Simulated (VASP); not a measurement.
Si7Ge, 16 atoms in the cell. The structure is cubic, space group P-43m (No. 215). The conventional cell has a = 5.459 Å, b = 5.459 Å, c = 5.459 Å, α = 90.00°, β = 90.00°, γ = 90.00°. Within 3.1 Å of Si (site symmetry 3m) lie 3 Si at 2.36 Å and 1 Ge at 2.39 Å. Within 3.1 Å of Si (site symmetry -42m) lie 4 Si at 2.36 Å. Si (site symmetry -42m) has 4 Si at 2.36 Å within 3.1 Å. Ge (site symmetry -43m) has 4 Si at 2.39 Å within 3.2 Å. 

- Program: VASP 6.6.1
- Task: single point
- Functional: PBEsol
- Potentials or basis: VASP PAW PBE potentials, release 64 (Si, Ge_d)
- Cutoff: 520 eV
- k mesh: 6 × 6 × 3
- Occupations: gaussian, width 0.03 eV
- Spin: no spin polarisation
- Dipole correction: no
- Further INCAR settings: LREAL = Auto; ALGO = Normal; EDIFF = 1e-07; NBANDS = 56

Potentials or basis: VASP PAW PBE potentials, release 64 (Si, Ge_d).

Launch:

```bash
$ cat potpaw_PBE.64/Si/POTCAR potpaw_PBE.64/Ge_d/POTCAR > POTCAR
$ mpirun -np 1 vasp_std > vasp.out
```

Hardware: 1 thread of Intel Xeon 8259CL, with other jobs on the host.

How long does it take, and how much memory?

Wall time 13 min on 1 thread of Intel Xeon 8259CL, on a shared host, peak memory 0.5 GiB. Counts: scf iterations 14, k points 20.
